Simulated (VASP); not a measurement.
# Y (P6_3/mmc) in VASP: notebook, part 2 of 2

VASP 6.6.1.

## Step 3: Relaxation of shape and atoms at fixed volume, PBEsol (30.37 Å³/atom)

This run uses another cell than the first one, of 30.37 Å³/atom.

Input file INCAR:

```
PREC     = Accurate       # precision mode
ENCUT    = 600            # plane-wave cutoff, eV
EDIFF    = 1E-6           # SCF threshold, eV
ISMEAR   = 0              # smearing method
SIGMA    = 0.1            # smearing width, eV
LREAL    = False          # projectors in reciprocal space
LASPH    = True           # aspherical terms in the spheres
NELM     = 80             # most SCF steps
ALGO     = Normal         # electronic algorithm
ISIF     = 4              # what is computed and relaxed
LWAVE    = False          # write WAVECAR
LCHARG   = False          # write CHGCAR
GGA      = PS             # functional
IBRION   = 2              # ionic algorithm
NSW      = 50             # ionic steps
EDIFFG   = -0.01          # ionic threshold
```

Input file KPOINTS:

```
Automatic mesh
0
Gamma
  12 12 8
```

Input file POSCAR:

```
Y
1.0
    3.5614277976      0.0000000000      0.0000000000
   -1.7807138988      3.0842869465      0.0000000000
    0.0000000000      0.0000000000      5.5289502278
Y
2
Direct
    0.3333333333      0.6666666667      0.2500000000
    0.6666666667      0.3333333333      0.7500000000
```

Potentials or basis: VASP PAW PBE potentials, release 64 (Y_sv).

On the command line:

```
$ cat potpaw_PBE.64/Y_sv/POTCAR > POTCAR
$ mpirun -np 1 vasp_std > vasp.out
```

OUTCAR:

```text
PREC = Accurate
   ENCUT = 600
   EDIFF = 1E-6
   ISMEAR = 0
   LREAL = False
   LASPH = True
   NELM = 80
   ISIF = 4
   GGA = PS
   IBRION = 2
   NSW = 50
   EDIFFG = -0.01

 ion  position               nearest neighbor table
   1  0.333  0.667  0.250-   2 3.45   2 3.45   2 3.45   2 3.45   2 3.45   2 3.45
   2  0.667  0.333  0.750-   1 3.45   1 3.45   1 3.45   1 3.45   1 3.45   1 3.45

  LATTYP: Found a hexagonal cell.
 ALAT       =     3.5614277976
 C/A-ratio  =     1.5524532693

  Lattice vectors:

 A1 = (   3.5614277976,   0.0000000000,   0.0000000000)
 A2 = (  -1.7807138988,   3.0842869465,   0.0000000000)
 A3 = (   0.0000000000,   0.0000000000,   5.5289502278)

Analysis of symmetry for initial positions (statically):
=====================================================================
 Subroutine PRICEL returns:
 Original cell was already a primitive cell.

 Routine SETGRP: Setting up the symmetry group for a
 hexagonal supercell.

 Subroutine GETGRP returns: Found 24 space group operations
 (whereof 12 operations were pure point group operations)
 out of a pool of 24 trial point group operations.
[... 181 lines left out ...]
      7     -18.8095      2.00000
      8     -18.7586      2.00000
      9      -1.5490      2.00000
     10       1.2894      2.00000
     11       4.5053      0.00000
     12       5.0569      0.00000
     13       5.0569      0.00000
     14       5.4874      0.00000
[... 401 lines left out ...]
      2     -39.0214      2.00000
      3     -19.3794      2.00000
      4     -19.2394      2.00000
      5     -19.1772      2.00000
      6     -19.0390      2.00000
      7     -18.8780      2.00000
      8     -18.8664      2.00000
      9       0.5806      2.00000
     10       2.2887      2.00000
     11       2.7376      2.00000
     12       3.4401      0.01840
     13       4.7629      0.00000
     14       5.0557      0.00000
     15       5.1712      0.00000

 [... further k-points ...]

------------------------ aborting loop because EDIFF is reached ----------------------------------------

  FORCE on cell =-STRESS in cart. coord.  units (eV):
  Direction    XX          YY          ZZ          XY          YZ          ZX
  --------------------------------------------------------------------------------------
  -------------------------------------------------------------------------------------
  Total        0.4604800      0.4604800      0.4623308      0.0000000      0.0000000      0.0000000
  in kB       12.1478587     12.1478587     12.1966848      0.0000000      0.0000000      0.0000000
  external PRESSURE =      12.1641341 kB  Pullay stress =       0.0000000 kB

 VOLUME and BASIS-vectors are now :
 -----------------------------------------------------------------------------
  energy-cutoff  :      600.00
  volume of cell :       60.73
      direct lattice vectors                 reciprocal lattice vectors
     3.561427798  0.000000000  0.000000000     0.280786262  0.162112024  0.000000000
    -1.780713899  3.084286946  0.000000000     0.000000000  0.324224048  0.000000000
     0.000000000  0.000000000  5.528950228     0.000000000  0.000000000  0.180866161

 POSITION                                       TOTAL-FORCE (eV/Angst)
 -----------------------------------------------------------------------------------
     -0.00000      2.05619      1.38224         0.000000      0.000000      0.000000
      1.78071      1.02810      4.14671        -0.000000     -0.000000      0.000000
 -----------------------------------------------------------------------------------
    total drift:                               -0.000000      0.000000     -0.000000

  FREE ENERGIE OF THE ION-ELECTRON SYSTEM (eV)
  ---------------------------------------------------
  free  energy   TOTEN  =       -13.6429377687 eV

  energy  without entropy=      -13.6263998210  energy(sigma->0) =      -13.63466879

 reached required accuracy - stopping structural energy minimisation
```

Wall time 47 s (1 thread of AMD EPYC 9R45 (Zen 5), shared host); peak memory 0.24 GiB.

Results:

```
Free energy             : -13.6429 eV
Pressure after relaxing : 1.2 GPa
Band gap on the k mesh  : zero (bands 11 and 12 overlap by 1.68 eV)
```

Final structure:
```
CELL_PARAMETERS angstrom
3.56143 0.00000 0.00000
-1.78071 3.08429 0.00000
0.00000 0.00000 5.52895
ATOMIC_POSITIONS crystal
Y 0.33333 0.66667 0.25000
Y 0.66667 0.33333 0.75000
```

Levels at points of the mesh, in eV from the Fermi level:
```
           k point  band 8  band 9  band 10  band 11  band 12  band 13  band 14  band 15
(0.00, 0.00, 0.00)  -22.03   -4.82    -1.98     1.23     1.78     1.78     2.21     2.48
(0.50, 0.00, 0.00)  -22.15   -1.72    -1.35    -0.93     0.01     1.45     1.57     2.26
(0.00, 0.00, 0.50)  -22.14   -3.26    -3.26     1.02     1.02     1.68     1.68     1.68
(0.50, 0.00, 0.50)  -22.23   -1.78    -1.78     0.06     0.06     1.60     1.60     2.90
```

Caveat: the PAW data sets were made with another functional, which shifts forces and pressure a little.
